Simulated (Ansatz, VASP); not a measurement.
## SnO2: VASP beside Ansatz

```
Sn O
1.0
     4.73735   -0.04737   -0.04737
    -0.04737    4.73735   -0.04737
    -0.03186   -0.03186    3.18640
Sn O
2 4
Direct
  0.00000 0.00000 0.00000
  0.50000 0.50000 0.50000
  0.30562 0.30562 0.00000
  0.19438 0.80562 0.50000
  0.69438 0.69438 0.00000
  0.80562 0.19438 0.50000
```

Change from the starting cell: equal xy, yz and zx shear strains of -2 %, crystal datasets.

Alike in both runs: task electric field gradients; functional PBE; k mesh 4 × 4 × 6; occupations fermi-dirac, width 0.03 eV; no spin polarisation.

|  | VASP | Ansatz |
| --- | --- | --- |
| version | VASP 6.6.1 | Ansatz 0.2.0 |
| potentials or method | VASP PAW PBE potentials, release 64 (Sn_d, O), cutoff 520 eV | all-electron PAW with datasets made for the crystal, scalar-relativistic |

Ansatz gave:

* gap on the k mesh at the Fermi level (eV): 1.26
* pressure (GPa): 11.0
* traceless stress, the component that is largest in VASP (GPa): 4.34
* rms of the force components (eV/Å): 0.095
* size of Vzz on the site where it differs most (V/Å²): 80.3

**Question.** What did VASP give for the same quantities?

**Answer.** gap on the k mesh at the Fermi level (eV): 1.24; pressure (GPa): 11.8; traceless stress, the component that is largest in VASP (GPa): 4.37; rms of the force components (eV/Å): 0.100; size of Vzz on the site where it differs most (V/Å²): 83.0.

Atom by atom the forces differ by 0.009 eV/Å (rms over components). Ansatz ran all-electron here, and VASP with PAW potentials.
